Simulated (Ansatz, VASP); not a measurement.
# Two plane-wave programs on Si

Contents of INCAR:

```
ALGO = Normal
EDIFF = 1E-6
ENCUT = 520
GGA = PS
ISIF = 2
ISMEAR = 0
LASPH = T
LCHARG = F
LREAL = F
LWAVE = F
NBANDS = 11
NELM = 100
PREC = Accurate
SIGMA = 0.05
```

File KPOINTS:

```
k-points
0
Gamma
  12 12 12
```

File POSCAR:

```
Si
1.0
    0.0000000000      2.9499419844      2.3009547478
    2.9499419844      0.0000000000      2.3009547478
    2.9499419844      2.9499419844      0.0000000000
Si
2
Direct
    0.5000000000      0.5000000000      0.5000000000
    0.7500000000      0.7500000000      0.7500000000
```

Input for Ansatz:

```yaml
crystal:
  lattice:
    - [0.0, 2.9499419844, 2.3009547478]
    - [2.9499419844, 0.0, 2.3009547478]
    - [2.9499419844, 2.9499419844, 0.0]
  atoms:
    - { symbol: Si, position: [0.5, 0.5, 0.5] }
    - { symbol: Si, position: [0.75, 0.75, 0.75] }
basis:
  ecutwfc: 420
kpoints:
  mp_grid: { grid: [12, 12, 12] }
hamiltonian:
  xc: pbesol
scf:
  occupations: { method: gaussian, width: 0.05 }
output:
  forces: true
  stress: true
  eigenvalues: true
```

Alike in both runs: task single point; functional PBEsol; k mesh 12 × 12 × 12; occupations gaussian, width 0.05 eV; no spin polarisation.

|  | VASP | Ansatz |
| --- | --- | --- |
| version | VASP 6.6.1 | Ansatz 0.2.0 |
| potentials or method | VASP PAW PBE potentials, release 64 (Si), cutoff 520 eV | scalar-relativistic, plane waves, PAW |
| valence electrons in the cell | 8 | 8 |

|  | VASP | Ansatz | Ansatz less VASP |
| --- | --- | --- | --- |
| gap on the k mesh at the Fermi level (eV) | none | none | - |
| pressure (GPa) | -2.5 | -2.6 | -0.09 |
| traceless stress, the component that is largest in VASP (GPa) | 7.40 | 7.43 | +0.023 |

VASP's potentials were made for PBE, not for PBEsol. A gap of «none» marks a metal or a gap that the smearing closes. The functional is the same, so the differences come from potentials, cutoffs and numerics.
